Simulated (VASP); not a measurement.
The system is Cs3LaF2.

```
Cs La F
1.0
     8.33085    0.00000    0.00000
    -4.16543    7.21473    0.00000
     0.00000    0.00000    3.72171
Cs La F
3 1 2
Direct
  0.50000 0.00000 0.00000
  0.00000 0.50000 0.00000
  0.50000 0.50000 0.00000
  0.00000 0.00000 0.50000
  0.33333 0.66667 0.50000
  0.66667 0.33333 0.50000
```

The cell was generated, and may not be a known phase.

| Property | Result |
| --- | --- |
| Program | VASP 6.6.1 |
| Task | relaxation of cell and atoms |
| Functional | PBE |
| Potentials or basis | VASP PAW PBE potentials, release 64 (Cs_sv, La, F) |
| Cutoff | 600 eV |
| k mesh | 3 × 3 × 6 |
| Occupations | gaussian, width 0.1 eV |
| Spin | no spin polarisation |

At the start: pressure 0.5 GPa; volume 37.28 Å³/atom.

Q: Where does the relaxation end?

A: Over 6 steps the energy falls by 2.7 meV/atom and the volume is 38.74 Å³/atom (+3.9 %); space group P6/mmm (No. 191, to 0.1 Å) before and after.

The path:
```tsv
step	energy change (eV)	largest force (eV/Å)	pressure (GPa)	volume (Å³)
1	0.0000	0.0000	0.51	223.69
2	-0.0109	0.0000	0.20	227.59
3	-0.0132	0.0000	0.17	229.02
4	-0.0155	0.0000	0.00	231.89
5	-0.0156	0.0000	-0.04	232.52
6	-0.0164	0.0000	-0.02	232.44
```

Final structure:
```cif
data_structure
_symmetry_space_group_name_H-M 'P 1'
_symmetry_Int_Tables_number 1
_cell_length_a 8.4734
_cell_length_b 8.4734
_cell_length_c 3.7382
_cell_angle_alpha 90.000
_cell_angle_beta 90.000
_cell_angle_gamma 120.000
_cell_volume 232.44
loop_
_atom_site_label
_atom_site_type_symbol
_atom_site_fract_x
_atom_site_fract_y
_atom_site_fract_z
_atom_site_occupancy
Cs1 Cs 0.50000 0.00000 0.00000 1
Cs2 Cs 0.00000 0.50000 0.00000 1
Cs3 Cs 0.50000 0.50000 0.00000 1
La1 La 0.00000 0.00000 0.50000 1
F1 F 0.33333 0.66667 0.50000 1
F2 F 0.66667 0.33333 0.50000 1
```
